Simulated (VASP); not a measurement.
# KBr (P4mm) in VASP: notebook

The runs below take KBr through single point, with LDA.

Everything below comes from runs of VASP 6.6.1. Logs are shortened: lines on timing, memory, paths and dates and some standing lists are left out, and cuts for length are marked.

### 1 The cell of the first run

The structure is tetragonal, space group P4mm (No. 99). The conventional cell has a = 4.043 Å, b = 4.043 Å, c = 4.043 Å, α = 90.00°, β = 90.00°, γ = 90.00°. Within 4.3 Å of K (site symmetry 4mm) lie 8 Br at 3.24 to 3.81 Å and 6 K at 4.04 Å. Br (site symmetry 4mm) has 8 K at 3.24 to 3.81 Å and 6 Br at 4.04 Å within 4.3 Å.

### 2 Single point, LDA (all Br atoms moved -0.500 Å, as atom 2 along Cartesian [0 1 0])

Input file INCAR:

```
PREC = Accurate ; ENCUT = 520
EDIFF = 1E-7 ; ISMEAR = 0
SIGMA = 0.05 ; LREAL = F
LASPH = T ; NELM = 80
ALGO = Normal ; ISIF = 2
LWAVE = F ; LCHARG = F
NBANDS = 15
```

Input file KPOINTS:

```
Automatic mesh
0
Gamma
  6 6 6
```

Input file POSCAR:

```
KBr
1.0
    4.0434990000      0.0000000000      0.0000000000
    0.0000000000      4.0434990000      0.0000000000
    0.0000000000      0.0000000000      4.0434990000
K Br
1 1
Direct
    0.0000000000      0.0000000000      0.0000000000
    0.5000000000      0.3763447203      0.5000000000
```

Potentials or basis: VASP PAW LDA potentials, release 64 (K_sv, Br).

Command:

```console
$ cat potpaw_LDA.64/K_sv/POTCAR potpaw_LDA.64/Br/POTCAR > POTCAR
$ mpirun -np 1 vasp_std > vasp.out
```

OUTCAR:

```text
PREC = Accurate
   ENCUT = 520
   EDIFF = 1E-7
   ISMEAR = 0
   LREAL = F
   LASPH = T
   NELM = 80
   ISIF = 2

 ion  position               nearest neighbor table
   1  0.000  0.000  0.000-   2 3.24   2 3.24   2 3.24   2 3.24
   2  0.500  0.376  0.500-   1 3.24   1 3.24   1 3.24   1 3.24

  LATTYP: Found a simple cubic cell.
 ALAT       =     4.0434990000

  Lattice vectors:

 A1 = (   4.0434990000,   0.0000000000,   0.0000000000)
 A2 = (   0.0000000000,   4.0434990000,   0.0000000000)
 A3 = (   0.0000000000,   0.0000000000,   4.0434990000)

Analysis of symmetry for initial positions (statically):
=====================================================================
 Subroutine PRICEL returns:
 Original cell was already a primitive cell.

 Routine SETGRP: Setting up the symmetry group for a
 simple cubic supercell.

 Subroutine GETGRP returns: Found  8 space group operations
 (whereof  8 operations were pure point group operations)
 out of a pool of 48 trial point group operations.

The static configuration has the point symmetry C_4v.

Analysis of symmetry for dynamics (positions and initial velocities):
=====================================================================
 Subroutine PRICEL returns:
 Original cell was already a primitive cell.

 Routine SETGRP: Setting up the symmetry group for a
 simple cubic supercell.

 Subroutine GETGRP returns: Found  8 space group operations
 (whereof  8 operations were pure point group operations)
 out of a pool of 48 trial point group operations.

The dynamic configuration has the point symmetry C_4v.

 Subroutine INISYM returns: Found  8 space group operations
 (whereof  8 operations are pure point group operations),
 and found     1 'primitive' translations

----------------------------------------------------------------------------------------

                                     Primitive cell

  volume of cell :      66.1107

  direct lattice vectors                    reciprocal lattice vectors
     4.043499000  0.000000000  0.000000000     0.247310559  0.000000000  0.000000000
     0.000000000  4.043499000  0.000000000     0.000000000  0.247310559  0.000000000
     0.000000000  0.000000000  4.043499000     0.000000000  0.000000000  0.247310559

  length of vectors
     4.043499000  4.043499000  4.043499000     0.247310559  0.247310559  0.247310559

  position of ions in fractional coordinates (direct lattice)
     0.000000000  0.000000000  0.000000000
     0.500000000  0.376344720  0.500000000

  ion indices of the primitive-cell ions
   primitive index   ion index
                 1           1
                 2           2

----------------------------------------------------------------------------------------

 KPOINTS: Automatic mesh

Automatic generation of k-mesh.
 Grid dimensions read from file:
 generate k-points for:    6    6    6

 Generating k-lattice:

  Cartesian coordinates                     Fractional coordinates (reciprocal lattice)
     0.041218427  0.000000000  0.000000000     0.166666667  0.000000000  0.000000000
     0.000000000  0.041218427  0.000000000     0.000000000  0.166666667  0.000000000
     0.000000000  0.000000000  0.041218427     0.000000000  0.000000000  0.166666667

  Length of vectors
     0.041218427  0.041218427  0.041218427

  Shift w.r.t. Gamma in fractional coordinates (k-lattice)
     0.000000000  0.000000000  0.000000000

 Subroutine IBZKPT returns following result:
 ===========================================

 Found     40 irreducible k-points:

 Following reciprocal coordinates:
            Coordinates               Weight
  0.000000  0.000000  0.000000      1.000000
  0.166667  0.000000  0.000000      4.000000
  0.000000  0.166667  0.000000      2.000000
  0.333333  0.000000  0.000000      4.000000
  0.000000  0.333333  0.000000      2.000000
  0.500000  0.000000  0.000000      2.000000
[... 16 lines left out ...]
  0.166667  0.166667  0.166667      8.000000
  0.333333  0.166667  0.166667     16.000000
 [... further k-points ...]
   k-points           NKPTS =     40   k-points in BZ     NKDIM =     40   number of bands    NBANDS=     15
   number of dos      NEDOS =    301   number of ions     NIONS =      2
   total plane-waves  NPLWV =  27000
   dimension x,y,z NGX =    30 NGY =   30 NGZ =   30
   dimension x,y,z NGXF=    60 NGYF=   60 NGZF=   60
   ions per type =               1   1
   NGX,Y,Z   is equivalent  to a cutoff of  12.33, 12.33, 12.33 a.u.
   NGXF,Y,Z  is equivalent  to a cutoff of  24.67, 24.67, 24.67 a.u.
 SYSTEM =  unknown system
   PREC   = accura    normal or accurate (medium, high low for compatibility)
   ISTART =      0    job   : 0-new  1-cont  2-samecut
   ICHARG =      2    charge: 1-file 2-atom 10-const
   ISPIN  =      1    spin polarized calculation?
   LNONCOLLINEAR =      F non collinear calculations
   LSORBIT =      F    spin-orbit coupling
   LASPH  =      T    aspherical Exc in radial PAW
   ENCUT  =  520.0 eV  38.22 Ry    6.18 a.u.   7.52  7.52  7.52*2*pi/ulx,y,z
   NELM   =     80;   NELMIN=  2; NELMDL= -5     # of ELM steps
   EDIFF  = 0.1E-06   stopping-criterion for ELM
   LREAL  =      F    real-space projection
   EDIFFG = 0.1E-05   stopping-criterion for IOM
   NSW    =      0    number of steps for IOM
   IBRION =     -1    ionic relax: 0-MD 1-quasi-New 2-CG
   NFREE  =      0    steps in history (QN), initial steepest desc. (CG)
   ISIF   =      2    stress and relaxation
   ISYM   =      2    0-nonsym 1-usesym 2-fastsym
   POTIM  = 0.5000    time-step for ionic-motion
   TEBEG  =    0.0;   TEEND  =   0.0 temperature during run
   PSTRESS=    0.0 pullay stress
   NELECT =      16.0000    total number of electrons
   NUPDOWN=      -1.0000    fix difference up-down
   EMIN   =  10.00;   EMAX   =-10.00  energy-range for DOS
   EFERMI =   0.00;   METHOD = LEGACY
   ISMEAR =     0;   SIGMA  =   0.05  broadening in eV -4-tet -1-fermi 0-gaus
   EFERMI_NEDOS =   21; number of points for ismear=-14 and -15
   IALGO  =     38    algorithm
   IMIX   =      4    mixing-type and parameters
     AMIX     =   0.40;   BMIX     =  1.00
     AMIX_MAG =   1.60;   BMIX_MAG =  1.00
  volume/ion in A,a.u.               =      33.06       223.07
  Fermi-wavevector in a.u.,A,eV,Ry     =   1.020213  1.927923 14.161412  1.040834
  Thomas-Fermi vector in A             =   2.153770
   LORBIT       =      0    0 simple, 1 ext, 2 COOP (PROOUT), +10 PAW based schemes
   GGA     = CA    functional components
   LHFCALC =     F    Hartree Fock is set to
   AEXX    =    0.0000 exact exchange contribution
   IVDW    =     0    specifies the selected vdW correction
   LEPSILON=     F    determine dielectric tensor
   LRPA    =     F    only Hartree local field effects (RPA)
 non-spin polarized calculation
 Gauss-broadening in eV      SIGMA  =   0.05
  energy-cutoff  :      520.00
  volume of cell :       66.11
 maximum number of plane-waves:      1800
   NGX = 15   NGY = 15   NGZ = 15

 number of electron      16.0000003 magnetization

 Free energy of the ion-electron system (eV)
  ---------------------------------------------------
  ext. energy  EPLUGINS =         0.00000000
  ---------------------------------------------------
  free energy    TOTEN  =        -6.64332494 eV

  energy without entropy =       -6.64332494  energy(sigma->0) =       -6.64332494

 E-fermi :  -0.7668     XC(G=0):  -8.2770

 val. band max:       -0.9720785952   @ k =   0.5000   0.0000   0.5000
 cond. band min:       2.5649193047   @ k =   0.0000   0.0000   0.0000
 fundamental gap:      3.5369978999
 Fermi energy:        -0.7668119681

 k-point     1 :       0.0000    0.0000    0.0000
  band No.  band energies     occupation
      1     -29.1202      2.00000
      2     -13.8223      2.00000
      3     -12.7863      2.00000
      4     -12.7863      2.00000
      5     -12.7490      2.00000
      6      -1.2771      2.00000
      7      -1.2526      2.00000
      8      -1.2526      2.00000
      9       2.5649      0.00000
     10       4.5735      0.00000
     11       5.1432      0.00000
     12       8.4466      0.00000
     13       8.7964      0.00000
     14       8.7964      0.00000
     15       9.9513      0.00000

 k-point     2 :       0.1667    0.0000    0.0000
  band No.  band energies     occupation
      1     -29.1173      2.00000
      2     -13.8597      2.00000
      3     -12.8079      2.00000
      4     -12.7800      2.00000
      5     -12.6827      2.00000
      6      -1.8109      2.00000
      7      -1.2595      2.00000
      8      -1.2347      2.00000
      9       3.1895      0.00000
     10       5.0244      0.00000
     11       5.3114      0.00000
     12       8.3394      0.00000
     13       8.5385      0.00000
     14       8.9449      0.00000
     15       9.5838      0.00000

 k-point     3 :       0.0000    0.1667    0.0000
  band No.  band energies     occupation
      1     -29.1174      2.00000
      2     -13.8407      2.00000
      3     -12.7812      2.00000
      4     -12.7812      2.00000
      5     -12.7308      2.00000
      6      -1.8105      2.00000
      7      -1.2423      2.00000
      8      -1.2423      2.00000
      9       3.1937      0.00000
     10       4.7670      0.00000
     11       5.6759      0.00000
     12       8.5462      0.00000
     13       8.6018      0.00000
     14       8.6018      0.00000
     15      10.0059      0.00000
[... 343 lines left out ...]
 k-point    23 :       0.1667    0.1667    0.1667
  band No.  band energies     occupation
      1     -29.1117      2.00000
      2     -13.8451      2.00000
      3     -12.8290      2.00000
      4     -12.8209      2.00000
      5     -12.6337      2.00000
      6      -1.8718      2.00000
      7      -1.6027      2.00000
      8      -1.5822      2.00000
      9       4.1723      0.00000
     10       5.6111      0.00000
     11       5.8525      0.00000
     12       7.6752      0.00000
     13       8.0093      0.00000
     14       8.6477      0.00000
     15      10.2266      0.00000

 k-point    24 :       0.3333    0.1667    0.1667
  band No.  band energies     occupation
      1     -29.1060      2.00000
      2     -13.8365      2.00000
      3     -12.8447      2.00000
      4     -12.8122      2.00000
      5     -12.6352      2.00000
      6      -2.4375      2.00000
      7      -1.6268      2.00000
      8      -1.4953      2.00000
      9       4.8903      0.00000
     10       5.8431      0.00000
     11       6.2908      0.00000
     12       7.5347      0.00000
     13       7.9487      0.00000
     14       8.1530      0.00000
     15       9.8966      0.00000

 [... further k-points ...]

------------------------ aborting loop because EDIFF is reached ----------------------------------------

  FORCE on cell =-STRESS in cart. coord.  units (eV):
  Direction    XX          YY          ZZ          XY          YZ          ZX
  --------------------------------------------------------------------------------------
  -------------------------------------------------------------------------------------
  Total       -0.6389016     -0.6528134     -0.6389016     -0.0000000     -0.0000000     -0.0000000
  in kB      -15.4836219    -15.8207714    -15.4836219     -0.0000000     -0.0000000     -0.0000000
  external PRESSURE =     -15.5960051 kB  Pullay stress =       0.0000000 kB

 VOLUME and BASIS-vectors are now :
 -----------------------------------------------------------------------------
  energy-cutoff  :      520.00
  volume of cell :       66.11
      direct lattice vectors                 reciprocal lattice vectors
     4.043499000  0.000000000  0.000000000     0.247310559  0.000000000  0.000000000
     0.000000000  4.043499000  0.000000000     0.000000000  0.247310559  0.000000000
     0.000000000  0.000000000  4.043499000     0.000000000  0.000000000  0.247310559

 POSITION                                       TOTAL-FORCE (eV/Angst)
 -----------------------------------------------------------------------------------
      0.00000      0.00000      0.00000         0.000000     -0.181092      0.000000
      2.02175      1.52175      2.02175         0.000000      0.181092     -0.000000
 -----------------------------------------------------------------------------------
    total drift:                                0.000000     -0.000005     -0.000000

  FREE ENERGIE OF THE ION-ELECTRON SYSTEM (eV)
  ---------------------------------------------------
  free  energy   TOTEN  =        -6.6433249401 eV

  energy  without entropy=       -6.6433249401  energy(sigma->0) =       -6.64332494
```

It took 18 s on 1 thread of AMD EPYC 9R14 (Zen 4), shared host; peak memory 0.13 GiB.

What came out:

- Free energy: -6.6433 eV
- Pressure: -1.6 GPa
- Largest force: 0.181 eV/Å
- Band gap on the k mesh: 3.54 eV, indirect (least direct gap 3.82 eV)

Forces in eV/Å, atoms in the order of the input:
```
K    0.000 -0.181  0.000
Br   0.000  0.181  0.000
```

Levels at points of the mesh, in eV from the valence-band top:
| k point | band 4 | band 5 | band 6 | band 7 | band 8 | band 9 | band 10 | band 11 | band 12 | band 13 |
| --- | --- | --- | --- | --- | --- | --- | --- | --- | --- | --- |
| (0.00, 0.00, 0.00) | -11.81 | -11.78 | -0.30 | -0.28 | -0.28 | 3.54 | 5.55 | 6.12 | 9.42 | 9.77 |
| (0.50, 0.00, 0.00) | -11.79 | -11.59 | -1.99 | -0.31 | -0.14 | 6.10 | 6.61 | 7.41 | 7.97 | 9.68 |
| (0.00, 0.50, 0.00) | -11.79 | -11.69 | -1.96 | -0.24 | -0.24 | 6.29 | 6.64 | 7.52 | 9.20 | 9.20 |
| (0.50, 0.50, 0.00) | -11.77 | -11.77 | -1.44 | -1.37 | -0.09 | 4.98 | 6.32 | 7.95 | 8.13 | 9.78 |
| (0.50, 0.00, 0.50) | -11.98 | -11.79 | -1.40 | -1.40 | 0.00 | 5.06 | 6.64 | 7.95 | 7.95 | 10.47 |
| (0.50, 0.50, 0.50) | -11.94 | -11.94 | -1.41 | -1.41 | -1.40 | 6.80 | 6.80 | 7.30 | 9.51 | 9.91 |

Caveat: the cell differs from its parent crystal (all Br atoms moved -0.500 Å, as atom 2 along Cartesian [0 1 0]).

### 3 Single point, LDA (all Br atoms moved -0.250 Å, as atom 2 along Cartesian [0 1 0])

Input file INCAR:

```
SYSTEM = KBr
PREC     = Accurate       ! precision mode
ENCUT    = 520            ! plane-wave cutoff, eV
EDIFF    = 1E-6           ! SCF threshold, eV
ISMEAR   = 0              ! smearing method
SIGMA    = 0.05           ! smearing width, eV
LREAL    = .FALSE.        ! projectors in reciprocal space
LASPH    = .TRUE.         ! aspherical terms in the spheres
NELM     = 80             ! most SCF steps
ALGO     = Normal         ! electronic algorithm
ISIF     = 2              ! what is computed and relaxed
LWAVE    = .FALSE.        ! write WAVECAR
LCHARG   = .FALSE.        ! write CHGCAR
GGA      = CA             ! functional
NBANDS   = 15             ! bands
```

Input file KPOINTS:

```
regular mesh
0
G
  6 6 6
  0 0 0
```

Edit POSCAR of step 2 so:

```diff
@@ -9,2 +9,2 @@
     0.0000000000      0.0000000000      0.0000000000
-    0.5000000000      0.3763447203      0.5000000000
+    0.5000000000      0.4381723601      0.5000000000
```

Potentials or basis: VASP PAW LDA potentials, release 64 (K_sv, Br).

Command:

```console
$ cat potpaw_LDA.64/K_sv/POTCAR potpaw_LDA.64/Br/POTCAR > POTCAR
$ mpirun -np 1 vasp_std > vasp.out
```

Run time: 16 s. Hardware: 1 thread of AMD EPYC 9R14 (Zen 4), shared host; peak memory 0.14 GiB.

Results (log left out):

| Quantity | Value |
| --- | --- |
| Free energy | -6.6751 eV |
| Pressure | -2.3 GPa |
| Largest force | 0.078 eV/Å |
| Band gap on the k mesh | 3.50 eV, indirect (least direct gap 3.77 eV) |

Forces in eV/Å, atoms in the order of the input:
```
K    0.000 -0.078  0.000
Br   0.000  0.078  0.000
```

Levels at points of the mesh, in eV from the valence-band top:
| k point | band 6 | band 7 | band 8 | band 9 | band 10 | band 11 |
| --- | --- | --- | --- | --- | --- | --- |
| (0.00, 0.00, 0.00) | -0.28 | -0.27 | -0.27 | 3.50 | 5.57 | 5.72 |
| (0.50, 0.00, 0.00) | -2.01 | -0.26 | -0.22 | 6.14 | 6.84 | 7.33 |
| (0.00, 0.50, 0.00) | -2.01 | -0.24 | -0.24 | 6.19 | 6.82 | 7.40 |
| (0.50, 0.50, 0.00) | -1.43 | -1.41 | -0.02 | 4.92 | 6.25 | 7.88 |
| (0.50, 0.00, 0.50) | -1.42 | -1.42 | 0.00 | 4.94 | 6.34 | 7.88 |
| (0.50, 0.50, 0.50) | -1.45 | -1.45 | -1.45 | 7.02 | 7.02 | 7.15 |

Caveat: the cell differs from its parent crystal (all Br atoms moved -0.250 Å, as atom 2 along Cartesian [0 1 0]). A k mesh can miss the band edges.

### 4 Single point, LDA (all Br atoms moved +0.312 Å, as atom 2 along Cartesian [0 1 0])

Input file INCAR:

```
PREC = Accurate
ENCUT = 520
EDIFF = 1E-7
ISMEAR = 0
SIGMA = 0.05
LREAL = False
LASPH = True
NELM = 100
ALGO = Normal
ISIF = 2
LWAVE = False
LCHARG = True
LELF = True
LVHAR = True
NBANDS = 15
```

Input file KPOINTS:

```
regular mesh
0
Gamma
  6 6 6
```

Edit POSCAR of step 3 so:

```diff
@@ -9,2 +9,2 @@
     0.0000000000      0.0000000000      0.0000000000
-    0.5000000000      0.4381723601      0.5000000000
+    0.5000000000      0.5772845498      0.5000000000
```

Command:

```console
$ cat potpaw_LDA.64/K_sv/POTCAR potpaw_LDA.64/Br/POTCAR > POTCAR
$ mpirun -np 1 vasp_std > vasp.out
```

Run time: 18 s. Hardware: 1 thread of AMD EPYC 9R14 (Zen 4), shared host; peak memory 0.14 GiB.

It converged, with:

* Free energy: -6.6695 eV
* Pressure: -2.2 GPa
* Largest force: 0.101 eV/Å
* Band gap on the k mesh: 3.51 eV, indirect (least direct gap 3.78 eV)

Forces on the atoms (eV/Å):
```
K    0.000  0.101  0.000
Br   0.000 -0.101  0.000
```

Levels at points of the mesh, in eV from the valence-band top:
| k point | band 5 | band 6 | band 7 | band 8 | band 9 | band 10 | band 11 | band 12 |
| --- | --- | --- | --- | --- | --- | --- | --- | --- |
| (0.00, 0.00, 0.00) | -11.86 | -0.28 | -0.27 | -0.27 | 3.51 | 5.57 | 5.79 | 9.48 |
| (0.50, 0.00, 0.00) | -11.70 | -2.01 | -0.27 | -0.20 | 6.13 | 6.80 | 7.33 | 8.24 |
| (0.00, 0.50, 0.00) | -11.74 | -2.00 | -0.24 | -0.24 | 6.21 | 6.78 | 7.43 | 8.92 |
| (0.50, 0.50, 0.00) | -11.84 | -1.43 | -1.40 | -0.03 | 4.94 | 6.27 | 7.89 | 7.96 |
| (0.50, 0.00, 0.50) | -11.85 | -1.42 | -1.42 | 0.00 | 4.97 | 6.40 | 7.89 | 7.89 |
| (0.50, 0.50, 0.50) | -12.00 | -1.44 | -1.44 | -1.44 | 6.97 | 6.97 | 7.18 | 9.32 |

Caveat: the cell differs from its parent crystal (all Br atoms moved +0.312 Å, as atom 2 along Cartesian [0 1 0]).
